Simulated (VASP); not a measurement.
Input of a VASP 6.6.1 run:

The input INCAR:

```
SYSTEM = BeTe
ALGO     = Normal         ! electronic algorithm
EDIFF    = 1E-7           ! SCF threshold, eV
ENCUT    = 520            ! plane-wave cutoff, eV
GGA      = PE             ! functional
ISIF     = 2              ! what is computed and relaxed
ISMEAR   = 0              ! smearing method
LASPH    = .TRUE.         ! aspherical terms in the spheres
LCHARG   = .FALSE.        ! write CHGCAR
LREAL    = .FALSE.        ! projectors in reciprocal space
LWAVE    = .FALSE.        ! write WAVECAR
NBANDS   = 36             ! bands
NELM     = 100            ! most SCF steps
PREC     = Accurate       ! precision mode
SIGMA    = 0.02           ! smearing width, eV
```

Contents of KPOINTS:

```
k-points
0
G
  6 6 6
  0 0 0
```

Contents of POSCAR:

```
BeTe
1.0
   -4.1600629090      4.7953143717      3.6068088792
    4.1600629090     -4.7953143717      3.6068088792
    4.1600629090      4.7953143717     -3.6068088792
Be Te
6 6
Direct
    0.3502883362      0.4062789039      0.7565672401
    0.1497116638      0.9062789039      0.0559905677
    0.8502883362      0.0937210961      0.9440094323
    0.6497116638      0.5937210961      0.2434327599
    0.7500000000      0.2500000000      0.5000000000
    0.2500000000      0.7500000000      0.5000000000
    0.3442073125      0.1103751411      0.4545824536
    0.1557926875      0.6103751411      0.7661678285
    0.2500000000      0.2500000000      0.0000000000
    0.7500000000      0.7500000000      0.0000000000
    0.8442073125      0.3896248589      0.2338321715
    0.6557926875      0.8896248589      0.5454175464
```

Potentials or basis: VASP PAW PBE potentials, release 64 (Be, Te).

The run is started by

```sh
$ cat potpaw_PBE.64/Be/POTCAR potpaw_PBE.64/Te/POTCAR > POTCAR
$ mpirun -np 1 vasp_std > vasp.out
```

Q: What does it give for the band gap on the k mesh?

A: 1.44 eV (least direct gap 2.02 eV).

Q: Predict the largest force.

A: 0.012 eV/Å.

Forces in eV/Å, atoms in the order of the input:
```
Be  -0.005 -0.011  0.000
Be  -0.005  0.011  0.000
Be   0.005 -0.011  0.000
Be   0.005  0.011  0.000
Be   0.000  0.000  0.000
Be   0.000  0.000  0.000
Te   0.002 -0.005  0.000
Te   0.002  0.005  0.000
Te   0.000  0.000  0.000
Te   0.000  0.000  0.000
Te  -0.002 -0.005  0.000
Te  -0.002  0.005  0.000
```

Caveat: spin-orbit coupling is left out, which moves the levels of the heavy elements. A k mesh can miss the band edges.
